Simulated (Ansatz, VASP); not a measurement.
**Rb in VASP and in Ansatz**

```xyz
1
Lattice="-2.9463 2.9463 2.8060 2.9463 -2.9463 2.8060 2.9463 2.9463 -2.8060" Properties=species:S:1:pos:R:3 pbc="T T T"
Rb    0.0000    0.0000    0.0000
```

Change from the starting cell: strain +0.050 along x and y, +0.000 along z, atoms carried along.

Alike in both runs: task single point; functional PBE; k mesh 12 × 12 × 12; occupations gaussian, width 0.15 eV; no spin polarisation.

|  | VASP | Ansatz |
| --- | --- | --- |
| version | VASP 6.6.1 | Ansatz 0.2.0 |
| potentials or method | VASP PAW PBE potentials, release 64 (Rb_sv), cutoff 520 eV | scalar-relativistic, plane waves, PAW |
| valence electrons in the cell | 9 | 9 |

|  | VASP | Ansatz | Ansatz less VASP |
| --- | --- | --- | --- |
| gap on the k mesh at the Fermi level (eV) | none | none | - |
| pressure (GPa) | -0.2 | -0.2 | 0.00 |

A gap of «none» marks a metal or a gap that the smearing closes. With one functional, cell and mesh, what is left measures potentials, basis and numerics.
